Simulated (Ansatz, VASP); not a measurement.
**Ti: VASP beside Ansatz**

The input POSCAR:

```
Ti
1.0
    2.6997020961      0.0000000000      0.0000000000
    0.0000000000      2.6997020961      0.0000000000
    0.0000000000      0.0000000000      2.6997020961
Ti
1
Direct
    0.0000000000      0.0000000000      0.0000000000
```

Contents of INCAR.step1:

```
SYSTEM = Ti
ALGO     = Normal         ! electronic algorithm
EDIFF    = 1E-4           ! SCF threshold, eV
ENCUT    = 520            ! plane-wave cutoff, eV
GGA      = PE             ! functional
ISMEAR   = -1             ! smearing method
LASPH    = .True.         ! aspherical terms in the spheres
LCHARG   = .False.        ! write CHGCAR
LREAL    = .False.        ! projectors in reciprocal space
LWAVE    = .True.         ! write WAVECAR
NBANDS   = 12             ! bands
NELM     = 80             ! most SCF steps
PREC     = Accurate       ! precision mode
SIGMA    = 0.1            ! smearing width, eV
```

Contents of INCAR.step2:

```
SYSTEM = Ti
ALGO     = Normal         ! electronic algorithm
EDIFF    = 1E-6           ! SCF threshold, eV
ENCUT    = 520            ! plane-wave cutoff, eV
ISIF     = 2              ! what is computed and relaxed
ISMEAR   = -1             ! smearing method
ISTART   = 1            
LASPH    = .True.         ! aspherical terms in the spheres
LCHARG   = .False.        ! write CHGCAR
LMIXTAU  = .True.       
LREAL    = .False.        ! projectors in reciprocal space
LWAVE    = .False.        ! write WAVECAR
METAGGA  = R2SCAN         ! meta-GGA
NBANDS   = 12             ! bands
NELM     = 80             ! most SCF steps
PREC     = Accurate       ! precision mode
SIGMA    = 0.1            ! smearing width, eV
```

The input KPOINTS:

```
k-points
0
Gamma
  13 13 13
  0 0 0
```

Input for Ansatz:

```yaml
crystal:
  lattice:
    - [2.6997020961, 0.0, 0.0]
    - [0.0, 2.6997020961, 0.0]
    - [0.0, 0.0, 2.6997020961]
  atoms:
    - { symbol: Ti, position: [0.0, 0.0, 0.0] }
hamiltonian:
  xc: r2scan
  pseudopotentials:
    kind: paw
    azcp:
      Ti: "pseudopotentials/Ti.paw.azcp"
basis:
  ecutwfc: 500
  fft_grid_basis: typed
kpoints:
  mp_grid: { grid: [13, 13, 13], shift: [0, 0, 0] }
magnetization:
  spin_polarized: false
scf:
  occupations: { method: fermi_dirac, width: 0.1 }
  lower_state_search: "off"
output:
  stress: true
```

Alike in both runs: task single point; functional r2SCAN; k mesh 13 × 13 × 13; occupations fermi-dirac, width 0.1 eV; no spin polarisation.

|  | VASP | Ansatz |
| --- | --- | --- |
| version | VASP 6.6.1 | Ansatz 0.2.0 |
| potentials or method | VASP PAW PBE potentials, release 64 (Ti_sv), cutoff 520 eV | plane waves (500 eV) with PAW, scalar-relativistic |
| valence electrons in the cell | 12 | 12 |

|  | VASP | Ansatz | Ansatz less VASP |
| --- | --- | --- | --- |
| pressure (GPa) | -5.3 | -5.6 | -0.29 |

VASP's potentials were made for PBE, not for r2SCAN. The functional is the same, so the differences come from potentials, cutoffs and numerics.
